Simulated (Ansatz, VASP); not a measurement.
**One calculation of SiO2, two programs**

```xyz
12
Lattice="4.9816 0.0000 0.0000 0.0000 4.9816 0.0000 0.0000 0.0000 6.9207" Properties=species:S:1:pos:R:3 pbc="T T T"
Si    0.9855    0.9855    0.0000
Si    1.5053    3.4762    5.1905
Si    3.4762    1.5053    1.7302
Si    3.9961    3.9961    3.4603
O     3.0323    3.6778    4.7140
O     1.9492    1.3038    1.2537
O     3.6778    3.0323    2.2067
O     1.1870    4.4400    6.4442
O     1.3038    1.9492    5.6670
O     0.5415    3.7946    3.9369
O     4.4400    1.1870    0.4765
O     3.7946    0.5415    2.9838
```

Alike in both runs: functional r2SCAN; k mesh 6 × 6 × 4; occupations gaussian, width 0.02 eV; no spin polarisation.

Ansatz relaxed the structure, and its values are those at the end. VASP's run is a single point on that final structure, the one shown.

|  | VASP | Ansatz |
| --- | --- | --- |
| version | VASP 6.6.1 | Ansatz 0.2.0 |
| potentials or method | VASP PAW PBE potentials, release 64 (Si, O), cutoff 520 eV | scalar-relativistic, plane waves, PAW |
| valence electrons in the cell | 64 | 64 |

|  | VASP | Ansatz | Ansatz less VASP |
| --- | --- | --- | --- |
| gap on the k mesh at the Fermi level (eV) | 6.35 | 6.35 | -0.001 |
| least direct gap on the mesh (eV) | 6.35 | 6.35 | -0.001 |
| pressure (GPa) | 0.2 | 0.0 | -0.19 |
| rms of the force components (eV/Å) | 0.009 | 0.001 | -0.0087 |

VASP's potentials were made for PBE, not for r2SCAN.
